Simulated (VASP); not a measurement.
# Hf (I4/mmm) in VASP: further runs

Runs on Hf. Level: LDA. Tasks: single point.

Program: VASP 6.6.1. These are calculated values, not measurements. Logs are shortened: lines on timing, memory, paths and dates and some standing lists are left out, and cuts for length are marked.

**1. The cell of the first run**

Symmetry: I4/mmm, No. 139, tetragonal system. Conventional cell: a = 3.077 Å, b = 3.077 Å, c = 4.440 Å, α = 90.00°, β = 90.00°, γ = 90.00°. Within 4.0 Å of Hf (site symmetry 4/mmm) lie 12 Hf at 3.08 to 3.11 Å.

**2. Single point, LDA (equal xx and yy strain of -2 %)**

INCAR reads:

```
SYSTEM = Hf
PREC     = Accurate       ! precision mode
ENCUT    = 520            ! plane-wave cutoff, eV
EDIFF    = 1E-6           ! SCF threshold, eV
ISMEAR   = -1             ! smearing method
SIGMA    = 0.03           ! smearing width, eV
LREAL    = .False.        ! projectors in reciprocal space
LASPH    = .True.         ! aspherical terms in the spheres
NELM     = 100            ! most SCF steps
ALGO     = Normal         ! electronic algorithm
ISIF     = 2              ! what is computed and relaxed
LWAVE    = .False.        ! write WAVECAR
LCHARG   = .False.        ! write CHGCAR
NBANDS   = 11             ! bands
```

KPOINTS reads:

```
Automatic mesh
0
Gamma
  13 13 13
  0 0 0
```

POSCAR reads:

```
Hf
1.0
    0.0000000000      2.1756000000      2.2200000000
    2.1756000000      0.0000000000      2.2200000000
    2.1756000000      2.1756000000      0.0000000000
Hf
1
Direct
    0.0000000000      0.0000000000      0.0000000000
```

Potentials or basis: VASP PAW LDA potentials, release 64 (Hf_pv).

On the command line:

```console
$ cat potpaw_LDA.64/Hf_pv/POTCAR > POTCAR
$ mpirun -np 1 vasp_std > vasp.out
```

OUTCAR:

```text
SYSTEM = Hf
   PREC = Accurate
   ENCUT = 520
   EDIFF = 1E-6
   ISMEAR = -1
   LREAL = .False.
   LASPH = .True.
   NELM = 100
   ISIF = 2

 ion  position               nearest neighbor table
   1  0.000  0.000  0.000-

  LATTYP: Found a body centered tetragonal cell.
 ALAT       =     3.0767630263
 C/A-ratio  =     1.4430750636

  Lattice vectors:

 A1 = (  -2.1756000000,   0.0000000000,   2.2200000000)
 A2 = (   2.1756000000,   0.0000000000,   2.2200000000)
 A3 = (   0.0000000000,   2.1756000000,  -2.2200000000)

Analysis of symmetry for initial positions (statically):
=====================================================================
 Subroutine PRICEL returns:
 Original cell was already a primitive cell.

 Routine SETGRP: Setting up the symmetry group for a
 body centered tetragonal supercell.

 Subroutine GETGRP returns: Found 16 space group operations
 (whereof 16 operations were pure point group operations)
 out of a pool of 16 trial point group operations.

The static configuration has the point symmetry D_4h.

Analysis of symmetry for dynamics (positions and initial velocities):
=====================================================================
 Subroutine PRICEL returns:
 Original cell was already a primitive cell.

 Routine SETGRP: Setting up the symmetry group for a
 body centered tetragonal supercell.

 Subroutine GETGRP returns: Found 16 space group operations
 (whereof 16 operations were pure point group operations)
 out of a pool of 16 trial point group operations.

The dynamic configuration has the point symmetry D_4h.

 Subroutine INISYM returns: Found 16 space group operations
 (whereof 16 operations are pure point group operations),
 and found     1 'primitive' translations

----------------------------------------------------------------------------------------

                                     Primitive cell

  volume of cell :      21.0156

  direct lattice vectors                    reciprocal lattice vectors
     0.000000000  2.175600000  2.220000000    -0.229821658  0.229821658  0.225225225
     2.175600000  0.000000000  2.220000000     0.229821658 -0.229821658  0.225225225
     2.175600000  2.175600000  0.000000000     0.229821658  0.229821658 -0.225225225

  length of vectors
     3.108317127  3.108317127  3.076763026     0.395426847  0.395426847  0.395426847

  position of ions in fractional coordinates (direct lattice)
     0.000000000  0.000000000  0.000000000

  ion indices of the primitive-cell ions
   primitive index   ion index
                 1           1

----------------------------------------------------------------------------------------

 KPOINTS: Automatic mesh

Automatic generation of k-mesh.
 Grid dimensions read from file:
 generate k-points for:   13   13   13

 Generating k-lattice:

  Cartesian coordinates                     Fractional coordinates (reciprocal lattice)
    -0.017678589  0.017678589  0.017325017     0.076923077  0.000000000  0.000000000
     0.017678589 -0.017678589  0.017325017     0.000000000  0.076923077  0.000000000
     0.017678589  0.017678589 -0.017325017    -0.000000000 -0.000000000  0.076923077

  Length of vectors
     0.030417450  0.030417450  0.030417450

  Shift w.r.t. Gamma in fractional coordinates (k-lattice)
     0.000000000  0.000000000  0.000000000

 Subroutine IBZKPT returns following result:
 ===========================================

 Found    196 irreducible k-points:

 Following reciprocal coordinates:
            Coordinates               Weight
  0.000000  0.000000  0.000000      1.000000
  0.076923 -0.000000  0.000000      8.000000
  0.153846 -0.000000  0.000000      8.000000
  0.230769 -0.000000  0.000000      8.000000
  0.307692 -0.000000  0.000000      8.000000
  0.384615 -0.000000  0.000000      8.000000
[... 16 lines left out ...]
  0.384615  0.153846  0.000000      8.000000
  0.461538  0.153846  0.000000      8.000000
 [... further k-points ...]
   k-points           NKPTS =    196   k-points in BZ     NKDIM =    196   number of bands    NBANDS=     11
   number of dos      NEDOS =    301   number of ions     NIONS =      1
   total plane-waves  NPLWV =  13824
   dimension x,y,z NGX =    24 NGY =   24 NGZ =   24
   dimension x,y,z NGXF=    48 NGYF=   48 NGZF=   48
   ions per type =               1
   NGX,Y,Z   is equivalent  to a cutoff of  12.84, 12.84, 12.97 a.u.
   NGXF,Y,Z  is equivalent  to a cutoff of  25.67, 25.67, 25.94 a.u.
 SYSTEM =  Hf
   PREC   = accura    normal or accurate (medium, high low for compatibility)
   ISTART =      0    job   : 0-new  1-cont  2-samecut
   ICHARG =      2    charge: 1-file 2-atom 10-const
   ISPIN  =      1    spin polarized calculation?
   LNONCOLLINEAR =      F non collinear calculations
   LSORBIT =      F    spin-orbit coupling
   LASPH  =      T    aspherical Exc in radial PAW
   ENCUT  =  520.0 eV  38.22 Ry    6.18 a.u.   5.78  5.78  5.72*2*pi/ulx,y,z
   NELM   =    100;   NELMIN=  2; NELMDL= -5     # of ELM steps
   EDIFF  = 0.1E-05   stopping-criterion for ELM
   LREAL  =      F    real-space projection
   EDIFFG = 0.1E-04   stopping-criterion for IOM
   NSW    =      0    number of steps for IOM
   IBRION =     -1    ionic relax: 0-MD 1-quasi-New 2-CG
   NFREE  =      0    steps in history (QN), initial steepest desc. (CG)
   ISIF   =      2    stress and relaxation
   ISYM   =      2    0-nonsym 1-usesym 2-fastsym
   POTIM  = 0.5000    time-step for ionic-motion
   TEBEG  =    0.0;   TEEND  =   0.0 temperature during run
   PSTRESS=    0.0 pullay stress
   NELECT =      10.0000    total number of electrons
   NUPDOWN=      -1.0000    fix difference up-down
   EMIN   =  10.00;   EMAX   =-10.00  energy-range for DOS
   EFERMI =   0.00;   METHOD = LEGACY
   ISMEAR =    -1;   SIGMA  =   0.03  broadening in eV -4-tet -1-fermi 0-gaus
   EFERMI_NEDOS =   21; number of points for ismear=-14 and -15
   IALGO  =     38    algorithm
   IMIX   =      4    mixing-type and parameters
     AMIX     =   0.40;   BMIX     =  1.00
     AMIX_MAG =   1.60;   BMIX_MAG =  1.00
  volume/ion in A,a.u.               =      21.02       141.82
  Fermi-wavevector in a.u.,A,eV,Ry     =   1.278089  2.415238 22.225278  1.633512
  Thomas-Fermi vector in A             =   2.410652
   LORBIT       =      0    0 simple, 1 ext, 2 COOP (PROOUT), +10 PAW based schemes
   GGA     = CA    functional components
   LHFCALC =     F    Hartree Fock is set to
   AEXX    =    0.0000 exact exchange contribution
   IVDW    =     0    specifies the selected vdW correction
   LEPSILON=     F    determine dielectric tensor
   LRPA    =     F    only Hartree local field effects (RPA)
 non-spin polarized calculation
  energy-cutoff  :      520.00
  volume of cell :       21.02
 maximum number of plane-waves:       576
   NGX = 11   NGY = 11   NGZ = 11

 number of electron      10.0000002 magnetization

 Free energy of the ion-electron system (eV)
  ---------------------------------------------------
  ext. energy  EPLUGINS =         0.00000000
  ---------------------------------------------------
  free energy    TOTEN  =       -10.62983124 eV

  energy without entropy =      -10.62535599  energy(sigma->0) =      -10.62759362

 E-fermi :   5.0703     XC(G=0): -11.7600

 val. band max:        5.0608379425   @ k =   0.3846   0.0769   0.0000
 cond. band min:       5.0730591308   @ k =  -0.3077   0.3077   0.1538
 fundamental gap:      0.0122211882
 Fermi energy:         5.0703214426

 k-point     1 :       0.0000    0.0000    0.0000
  band No.  band energies     occupation
      1     -24.5762      2.00000
      2     -24.5759      2.00000
      3     -24.5759      2.00000
      4      -2.2879      2.00000
      5       6.2477      0.00000
      6       6.4993      0.00000
      7       6.4993      0.00000
      8       9.2035      0.00000
      9       9.5761      0.00000
     10      16.6988      0.00000
     11      17.3825      0.00000

 k-point     2 :       0.0769   -0.0000    0.0000
  band No.  band energies     occupation
      1     -24.6393      2.00000
      2     -24.5848      2.00000
      3     -24.5829      2.00000
      4      -2.0640      2.00000
      5       6.1570      0.00000
      6       6.4757      0.00000
      7       6.6065      0.00000
      8       9.0984      0.00000
      9       9.4478      0.00000
     10      17.1881      0.00000
     11      17.3821      0.00000

 k-point     3 :       0.1538   -0.0000    0.0000
  band No.  band energies     occupation
      1     -24.8111      2.00000
      2     -24.6086      2.00000
      3     -24.6022      2.00000
      4      -1.4342      2.00000
      5       5.6931      0.00000
      6       6.6569      0.00000
      7       6.8457      0.00000
      8       8.9538      0.00000
      9       9.2262      0.00000
     10      17.3799      0.00000
     11      18.0465      0.00000

 k-point     4 :       0.2308   -0.0000    0.0000
  band No.  band energies     occupation
      1     -25.0457      2.00000
      2     -24.6421      2.00000
      3     -24.6293      2.00000
      4      -0.5335      2.00000
      5       5.2265      0.01091
      6       6.6967      0.00000
      7       6.9446      0.00000
      8       9.1864      0.00000
      9       9.3284      0.00000
     10      17.0939      0.00000
     11      17.3947      0.00000
[... 239 lines left out ...]
 k-point    22 :       0.3077    0.1538    0.0000
  band No.  band energies     occupation
      1     -25.1434      2.00000
      2     -24.7288      2.00000
      3     -24.7200      2.00000
      4       0.3963      2.00000
      5       4.4820      2.00000
      6       6.1301      0.00000
      7       7.6196      0.00000
      8       8.8963      0.00000
      9      10.6134      0.00000
     10      17.3737      0.00000
     11      18.2754      0.00000

 k-point    23 :       0.3846    0.1538    0.0000
  band No.  band energies     occupation
      1     -25.3280      2.00000
      2     -24.7833      2.00000
      3     -24.7420      2.00000
      4       1.2606      2.00000
      5       4.4718      2.00000
      6       5.6442      0.00000
      7       7.4260      0.00000
      8      10.1140      0.00000
      9      11.2924      0.00000
     10      16.8331      0.00000
     11      17.4068      0.00000

 k-point    24 :       0.4615    0.1538    0.0000
  band No.  band energies     occupation
      1     -25.4628      2.00000
      2     -24.8362      2.00000
      3     -24.7484      2.00000
      4       1.8040      2.00000
      5       4.6423      2.00000
      6       5.6098      0.00000
      7       7.1617      0.00000
      8      11.4571      0.00000
      9      11.7558      0.00000
     10      15.2605      0.00000
     11      17.3927      0.00000

 [... further k-points ...]
[... 5 lines left out ...]
  --------------------------------------------------------------------------------------
  -------------------------------------------------------------------------------------
  Total       -0.1287549     -0.1287549     -0.2271798      0.0000000      0.0000000     -0.0000000
  in kB       -9.8159750     -9.8159750    -17.3196514      0.0000000      0.0000000     -0.0000000
  external PRESSURE =     -12.3172005 kB  Pullay stress =       0.0000000 kB

 VOLUME and BASIS-vectors are now :
 -----------------------------------------------------------------------------
  energy-cutoff  :      520.00
  volume of cell :       21.02
      direct lattice vectors                 reciprocal lattice vectors
     0.000000000  2.175600000  2.220000000    -0.229821658  0.229821658  0.225225225
     2.175600000  0.000000000  2.220000000     0.229821658 -0.229821658  0.225225225
     2.175600000  2.175600000  0.000000000     0.229821658  0.229821658 -0.225225225

 POSITION                                       TOTAL-FORCE (eV/Angst)
 -----------------------------------------------------------------------------------
      0.00000      0.00000      0.00000         0.000000      0.000000      0.000000
 -----------------------------------------------------------------------------------
    total drift:                               -0.000000      0.000000      0.000000

  FREE ENERGIE OF THE ION-ELECTRON SYSTEM (eV)
  ---------------------------------------------------
  free  energy   TOTEN  =       -10.6298312415 eV

  energy  without entropy=      -10.6253559949  energy(sigma->0) =      -10.62759362
```

Run time: 9.5 s. Hardware: 1 thread of Intel Xeon 6975P-C (Granite Rapids), shared host; peak memory 0.16 GiB.

Results:

```
Free energy            : -10.6298 eV
Pressure               : -1.2 GPa
Band gap on the k mesh : zero (band 5 reaches 6.25 eV, above the bottom of band 6 at 4.40 eV)
```

Levels at points of the mesh, in eV from the Fermi level:
```tsv
k point	band 2	band 3	band 4	band 5	band 6	band 7	band 8	band 9
(0.00, 0.00, 0.00)	-29.65	-29.65	-7.36	1.18	1.43	1.43	4.13	4.51
```

Caveat: the cell differs from its parent crystal (equal xx and yy strain of -2 %); spin-orbit coupling is left out, which moves the levels of the heavy elements.

**3. Single point, LDA (zz strain of -2 %)**

INCAR reads:

```
SYSTEM = Hf
  ALGO = Normal
  EDIFF = 1E-6
  ENCUT = 520
  GGA = CA
  ISIF = 2
  ISMEAR = -1
  LASPH = .TRUE.
  LCHARG = .FALSE.
  LREAL = .FALSE.
  LWAVE = .FALSE.
  NBANDS = 11
  NELM = 60
  PREC = Accurate
  SIGMA = 0.03
```

KPOINTS reads:

```
k-points
0
G
  13 13 13
  0 0 0
```

POSCAR reads:

```
Hf
1.0
    0.0000000000      2.2200000000      2.1756000000
    2.2200000000      0.0000000000      2.1756000000
    2.2200000000      2.2200000000      0.0000000000
Hf
1
Direct
    0.0000000000      0.0000000000      0.0000000000
```

Potentials or basis: VASP PAW LDA potentials, release 64 (Hf_pv).

On the command line:

```console
$ cat potpaw_LDA.64/Hf_pv/POTCAR > POTCAR
$ mpirun -np 1 vasp_std > vasp.out
```

It took 9.8 s on 1 thread of Intel Xeon 6975P-C (Granite Rapids), shared host; peak memory 0.16 GiB.

It converged, with:

```yaml
Free_energy: -10.6238 eV
Pressure: -3.4 GPa
Band_gap_on_the_k_mesh: zero (band 5 reaches 6.18 eV, above the bottom of band 6 at 4.29 eV)
```

Stress tensor (GPa, compression positive):
```
-3.57  0.00  0.00
 0.00 -3.57  0.00
 0.00  0.00 -3.13
```

Levels at points of the mesh, in eV from the Fermi level:
```tsv
k point	band 2	band 3	band 4	band 5	band 6	band 7	band 8	band 9
(0.00, 0.00, 0.00)	-29.71	-29.71	-7.28	1.27	1.27	1.51	4.07	4.42
```

Caveat: the cell differs from its parent crystal (zz strain of -2 %); spin-orbit coupling is left out, which moves the levels of the heavy elements.

**4. Single point, LDA (equal xx and yy strain of -1 %)**

INCAR reads:

```
PREC = Accurate
ENCUT = 520
EDIFF = 1E-6
ISMEAR = -1
SIGMA = 0.03
LREAL = False
LASPH = True
NELM = 60
ALGO = Normal
ISIF = 2
LWAVE = False
LCHARG = False
GGA = CA
NBANDS = 11
```

KPOINTS reads:

```
regular mesh
0
Gamma
  13 13 13
```

POSCAR reads:

```
Hf
1.0
    0.0000000000      2.1978000000      2.2200000000
    2.1978000000      0.0000000000      2.2200000000
    2.1978000000      2.1978000000      0.0000000000
Hf
1
Direct
    0.0000000000      0.0000000000      0.0000000000
```

On the command line:

```console
$ cat potpaw_LDA.64/Hf_pv/POTCAR > POTCAR
$ mpirun -np 1 vasp_std > vasp.out
```

Wall time 9.3 s (1 thread of Intel Xeon 6975P-C (Granite Rapids), shared host); peak memory 0.16 GiB.

The run converged. Its results:

```yaml
Free_energy: -10.6240 eV
Pressure: -3.4 GPa
Band_gap_on_the_k_mesh: zero (band 5 reaches 6.18 eV, above the bottom of band 6 at 4.31 eV)
```

Stress tensor (GPa, compression positive):
```
-3.33  0.00  0.00
 0.00 -3.33  0.00
 0.00  0.00 -3.63
```

Levels at points of the mesh, in eV from the Fermi level:
| k point | band 2 | band 3 | band 4 | band 5 | band 6 | band 7 | band 8 | band 9 |
| --- | --- | --- | --- | --- | --- | --- | --- | --- |
| (0.00, 0.00, 0.00) | -29.71 | -29.71 | -7.28 | 1.26 | 1.39 | 1.39 | 4.16 | 4.34 |

Caveat: the cell differs from its parent crystal (equal xx and yy strain of -1 %); spin-orbit coupling is left out, which moves the levels of the heavy elements.

**5. Single point, LDA (zz strain of -1 %)**

INCAR reads:

```
SYSTEM = Hf
PREC = Accurate
ENCUT = 520
EDIFF = 1E-7
ISMEAR = -1
SIGMA = 0.03
LREAL = .FALSE.
LASPH = .TRUE.
NELM = 80
ALGO = Normal
ISIF = 2
LWAVE = .FALSE.
LCHARG = .FALSE.
GGA = CA
NBANDS = 11
```

KPOINTS reads:

```
regular mesh
0
G
  13 13 13
  0 0 0
```

POSCAR reads:

```
Hf
1.0
    0.0000000000      2.2200000000      2.1978000000
    2.2200000000      0.0000000000      2.1978000000
    2.2200000000      2.2200000000      0.0000000000
Hf
1
Direct
    0.0000000000      0.0000000000      0.0000000000
```

On the command line:

```console
$ cat potpaw_LDA.64/Hf_pv/POTCAR > POTCAR
$ mpirun -np 1 vasp_std > vasp.out
```

It took 10 s on 1 thread of Intel Xeon 6975P-C (Granite Rapids), shared host; peak memory 0.16 GiB.

Results (log left out):

```
Free energy            : -10.6187 eV
Pressure               : -4.5 GPa
Band gap on the k mesh : zero (band 5 reaches 6.14 eV, above the bottom of band 6 at 4.25 eV)
```

Stress tensor (GPa, compression positive):
```
-4.54  0.00  0.00
 0.00 -4.54  0.00
 0.00  0.00 -4.37
```

Levels at points of the mesh, in eV from the Fermi level:
| k point | band 2 | band 3 | band 4 | band 5 | band 6 | band 7 | band 8 | band 9 |
| --- | --- | --- | --- | --- | --- | --- | --- | --- |
| (0.00, 0.00, 0.00) | -29.74 | -29.74 | -7.25 | 1.30 | 1.30 | 1.42 | 4.12 | 4.29 |

Caveat: the cell differs from its parent crystal (zz strain of -1 %); spin-orbit coupling is left out, which moves the levels of the heavy elements.

**6. Overview**

| cell | gap on the mesh (eV) | pressure (GPa) |
| --- | --- | --- |
| a = 3.108, b = 3.108, c = 3.077 Å, angles 60.3, 60.3, 59.3°, 1 atom | none | -1.2 |
| a = 3.108, b = 3.108, c = 3.140 Å, angles 59.7, 59.7, 60.7°, 1 atom | none | -3.4 |
| a = 3.124, b = 3.124, c = 3.108 Å, angles 60.2, 60.2, 59.7°, 1 atom | none | -3.4 |
| a = 3.124, b = 3.124, c = 3.140 Å, angles 59.8, 59.8, 60.3°, 1 atom | none | -4.5 |

Alike in all rows: task single point; level LDA; potentials or basis VASP PAW LDA potentials, release 64 (Hf_pv); no spin polarisation; k mesh 13 × 13 × 13; cutoff (eV) 520; smearing fermi-dirac 0.03 eV.

Caveats: spin-orbit coupling is left out, which moves the levels of the heavy elements.

Absolute energies hang on the potentials; compare differences alone.
